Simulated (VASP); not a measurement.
# K (P6/mmm) in VASP: further runs, part 2 of 2

VASP 6.6.1. The steps go on from the part before.

### Step 4. Single point, PBE (40.89 Å³/atom)

This run uses another cell than the first one, of 40.89 Å³/atom.

The input, INCAR:

```
PREC = Accurate
ENCUT = 520
EDIFF = 1E-6
ISMEAR = -1
SIGMA = 0.1
LREAL = F
LASPH = T
NELM = 60
ALGO = Normal
ISIF = 2
LWAVE = F
LCHARG = F
GGA = PE
NBANDS = 20
```

The input, KPOINTS:

```
regular mesh
0
Gamma
  5 5 7
```

The input, POSCAR:

```
K
1.0
    6.2003871216      0.0000000000      0.0000000000
   -3.1001935608      5.3696927606      0.0000000000
    0.0000000000      0.0000000000      3.6844764004
K
3
Direct
    0.0000000000      0.0000000000      0.0000000000
    0.3333333333      0.6666666667      0.5000000000
    0.6666666667      0.3333333333      0.5000000000
```

Run with:

```
$ cat potpaw_PBE.64/K_sv/POTCAR > POTCAR
$ mpirun -np 1 vasp_std > vasp.out
```

Run time: 92 s. Hardware: 1 thread of Intel Xeon 8259CL, shared host; peak memory 0.24 GiB.

It converged, with:

```yaml
Free_energy: -1.9229 eV
Pressure: 6.3 GPa
Band_gap_on_the_k_mesh: zero (an odd number of electrons rules out a gap without spin polarisation)
```

Levels at points of the mesh, in eV from the Fermi level:
```tsv
k point	band 11	band 12	band 13	band 14	band 15	band 16
(0.00, 0.00, 0.00)	-15.38	-15.32	-3.06	1.36	1.36	1.38
```

Caveat: the cell stands under pressure.

### Step 5. Single point, PBE

This run uses another cell than the first one, of 48.33 Å³/atom.

The input, INCAR:

```
SYSTEM = K
ALGO = Normal
EDIFF = 1E-7
ENCUT = 520
GGA = PE
ISIF = 2
ISMEAR = -1
LASPH = .TRUE.
LCHARG = .FALSE.
LREAL = .FALSE.
LWAVE = .FALSE.
NBANDS = 20
NELM = 80
PREC = Accurate
SIGMA = 0.1
```

The input, KPOINTS:

```
k-points
0
G
  5 5 7
  0 0 0
```

The input, POSCAR:

```
K
1.0
    6.5554477660      0.0000000000      0.0000000000
   -3.2777238830      5.6771842985      0.0000000000
    0.0000000000      0.0000000000      3.8954652531
K
3
Direct
    0.0000000000      0.0000000000      0.0000000000
    0.3333333333      0.6666666667      0.5000000000
    0.6666666667      0.3333333333      0.5000000000
```

Run with:

```
$ cat potpaw_PBE.64/K_sv/POTCAR > POTCAR
$ mpirun -np 1 vasp_std > vasp.out
```

It took 2.3 min on 1 thread of Intel Xeon 8259CL, shared host; peak memory 0.25 GiB.

It converged, with:

- Free energy: -2.5756 eV
- Pressure: 3.3 GPa
- Band gap on the k mesh: zero (an odd number of electrons rules out a gap without spin polarisation)

Levels at points of the mesh, in eV from the Fermi level:
```
           k point  band 9  band 10  band 11  band 12  band 13  band 14  band 15  band 16  band 17  band 18
(0.00, 0.00, 0.00)  -15.43   -15.37   -15.37   -15.32    -2.78     1.30     1.30     1.32     1.32     1.54
```

Caveat: the cell stands under pressure.

### Step 6. Single point, PBE (48.33 Å³/atom)

This run uses another cell than the first one, of 48.33 Å³/atom.

The input, INCAR:

```
PREC = Accurate ; ENCUT = 520
EDIFF = 1E-6 ; ISMEAR = -1
SIGMA = 0.1 ; LREAL = F
LASPH = T ; NELM = 100
ALGO = Normal ; ISIF = 2
LWAVE = F ; LCHARG = F
GGA = PE ; NBANDS = 20
```

The input, KPOINTS:

```
regular mesh
0
Gamma
  5 5 7
```

POSCAR is that of step 5.

Potentials or basis: VASP PAW PBE potentials, release 64 (K_sv).

Run with:

```
$ cat potpaw_PBE.64/K_sv/POTCAR > POTCAR
$ mpirun -np 1 vasp_std > vasp.out
```

OUTCAR:

```text
PREC = Accurate
   ENCUT = 520
   EDIFF = 1E-6
   ISMEAR = -1
   LREAL = F
   LASPH = T
   NELM = 100
   ISIF = 2
   GGA = PE

 ion  position               nearest neighbor table
   1  0.000  0.000  0.000-
   2  0.333  0.667  0.500-   3 3.78   3 3.78   3 3.78
   3  0.667  0.333  0.500-   2 3.78   2 3.78   2 3.78

  LATTYP: Found a hexagonal cell.
 ALAT       =     6.5554477660
 C/A-ratio  =     0.5942332839

  Lattice vectors:

 A1 = (   6.5554477660,   0.0000000000,   0.0000000000)
 A2 = (  -3.2777238830,   5.6771842985,   0.0000000000)
 A3 = (   0.0000000000,   0.0000000000,   3.8954652531)

Analysis of symmetry for initial positions (statically):
=====================================================================
 Subroutine PRICEL returns:
 Original cell was already a primitive cell.

 Routine SETGRP: Setting up the symmetry group for a
 hexagonal supercell.

 Subroutine GETGRP returns: Found 24 space group operations
 (whereof 24 operations were pure point group operations)
 out of a pool of 24 trial point group operations.

The static configuration has the point symmetry D_6h.

Analysis of symmetry for dynamics (positions and initial velocities):
=====================================================================
 Subroutine PRICEL returns:
 Original cell was already a primitive cell.

 Routine SETGRP: Setting up the symmetry group for a
 hexagonal supercell.

 Subroutine GETGRP returns: Found 24 space group operations
 (whereof 24 operations were pure point group operations)
 out of a pool of 24 trial point group operations.

The dynamic configuration has the point symmetry D_6h.

 Subroutine INISYM returns: Found 24 space group operations
[... 104 lines left out ...]
   PSTRESS=    0.0 pullay stress
   NELECT =      27.0000    total number of electrons
   NUPDOWN=      -1.0000    fix difference up-down
   EMIN   =  10.00;   EMAX   =-10.00  energy-range for DOS
   EFERMI =   0.00;   METHOD = LEGACY
   ISMEAR =    -1;   SIGMA  =   0.10  broadening in eV -4-tet -1-fermi 0-gaus
   EFERMI_NEDOS =   21; number of points for ismear=-14 and -15
   IALGO  =     38    algorithm
   IMIX   =      4    mixing-type and parameters
     AMIX     =   0.40;   BMIX     =  1.00
     AMIX_MAG =   1.60;   BMIX_MAG =  1.00
  volume/ion in A,a.u.               =      48.33       326.11
  Fermi-wavevector in a.u.,A,eV,Ry     =   0.934899  1.766702 11.891974  0.874035
  Thomas-Fermi vector in A             =   2.061751
   LORBIT       =      0    0 simple, 1 ext, 2 COOP (PROOUT), +10 PAW based schemes
   GGA     = PE    functional components
   LHFCALC =     F    Hartree Fock is set to
   AEXX    =    0.0000 exact exchange contribution
   IVDW    =     0    specifies the selected vdW correction
   LEPSILON=     F    determine dielectric tensor
   LRPA    =     F    only Hartree local field effects (RPA)
 non-spin polarized calculation
  energy-cutoff  :      520.00
  volume of cell :      144.98
 maximum number of plane-waves:      3929
 NGX is ok and might be reduce to    50
   NGX = 25   NGY = 25   NGZ = 15

 number of electron      27.0000000 magnetization

 Free energy of the ion-electron system (eV)
  ---------------------------------------------------
  ext. energy  EPLUGINS =         0.00000000
  ---------------------------------------------------
  free energy    TOTEN  =        -2.57555603 eV

  energy without entropy =       -2.51462177  energy(sigma->0) =       -2.54508890

 E-fermi :   1.0416     XC(G=0):  -6.7794

 val. band max:        1.0176188738   @ k =   0.2000   0.2000   0.1429
 cond. band min:       1.2768510286   @ k =   0.4000   0.2000   0.4286
 fundamental gap:      0.2592321548
 Fermi energy:         1.0416017325

 k-point     1 :       0.0000    0.0000    0.0000
  band No.  band energies     occupation
      1     -31.0378      2.00000
      2     -31.0050      2.00000
      3     -30.8663      2.00000
      4     -14.6367      2.00000
      5     -14.6367      2.00000
      6     -14.4942      2.00000
[... 449 lines left out ...]
     19       3.9832      0.00000
     20       4.5976      0.00000

------------------------ aborting loop because EDIFF is reached ----------------------------------------

  FORCE on cell =-STRESS in cart. coord.  units (eV):
  Direction    XX          YY          ZZ          XY          YZ          ZX
  --------------------------------------------------------------------------------------
  -------------------------------------------------------------------------------------
  Total        3.0244137      3.0244137      3.0165377      0.0000000      0.0000000      0.0000000
  in kB       33.4238978     33.4238978     33.3368570      0.0000000      0.0000000      0.0000000
  external PRESSURE =      33.3948842 kB  Pullay stress =       0.0000000 kB

 VOLUME and BASIS-vectors are now :
 -----------------------------------------------------------------------------
  energy-cutoff  :      520.00
  volume of cell :      144.98
      direct lattice vectors                 reciprocal lattice vectors
     6.555447766  0.000000000  0.000000000     0.152544881  0.088071828  0.000000000
    -3.277723883  5.677184299  0.000000000     0.000000000  0.176143656  0.000000000
     0.000000000  0.000000000  3.895465253     0.000000000  0.000000000  0.256708746

 POSITION                                       TOTAL-FORCE (eV/Angst)
 -----------------------------------------------------------------------------------
      0.00000      0.00000      0.00000         0.000000      0.000000      0.000000
     -0.00000      3.78479      1.94773        -0.000000      0.000000     -0.000000
      3.27772      1.89239      1.94773         0.000000     -0.000000      0.000000
 -----------------------------------------------------------------------------------
    total drift:                                0.000000     -0.000000      0.000000

  FREE ENERGIE OF THE ION-ELECTRON SYSTEM (eV)
  ---------------------------------------------------
  free  energy   TOTEN  =        -2.5755560281 eV

  energy  without entropy=       -2.5146217671  energy(sigma->0) =       -2.54508890
```

stdout:

```text
POSCAR found type information on POSCAR K
 POSCAR found :  1 types and       3 ions
 scaLAPACK will be used
 LDA part: xc-table for (Slater+PW92), standard interpolation
 POSCAR, INCAR and KPOINTS ok, starting setup
 FFT: planning ... GRIDC
 FFT: planning ... GRID_SOFT
 FFT: planning ... GRID
 WAVECAR not read
 entering main loop
```

It took 1.9 min on 1 thread of Intel Xeon 8259CL, shared host; peak memory 0.26 GiB.

What came out:

* Free energy: -2.5756 eV
* Pressure: 3.3 GPa
* Band gap on the k mesh: zero (an odd number of electrons rules out a gap without spin polarisation)

Levels at points of the mesh, in eV from the Fermi level:
| k point | band 9 | band 10 | band 11 | band 12 | band 13 | band 14 | band 15 | band 16 | band 17 | band 18 |
| --- | --- | --- | --- | --- | --- | --- | --- | --- | --- | --- |
| (0.00, 0.00, 0.00) | -15.43 | -15.37 | -15.37 | -15.32 | -2.78 | 1.30 | 1.30 | 1.32 | 1.32 | 1.54 |

Caveat: the cell stands under pressure.

### Step 7. Summary

| cell | gap on the mesh (eV) | pressure (GPa) |
| --- | --- | --- |
| a = 5.576, b = 5.576, c = 3.313 Å, angles 90.0, 90.0, 120.0°, 3 atoms | none | 16.3 |
| a = 6.200, b = 6.200, c = 3.684 Å, angles 90.0, 90.0, 120.0°, 3 atoms | none | 6.3 |
| a = 6.555, b = 6.555, c = 3.895 Å, angles 90.0, 90.0, 120.0°, 3 atoms | none | 3.3 |

Alike in all rows: task single point; level PBE; potentials or basis VASP PAW PBE potentials, release 64 (K_sv); no spin polarisation; k mesh 5 × 5 × 7; cutoff (eV) 520; smearing fermi-dirac 0.1 eV.

Caveats: the cell stands under pressure.

Total energies depend on the potentials used, so only differences within one code and one set of settings carry meaning.
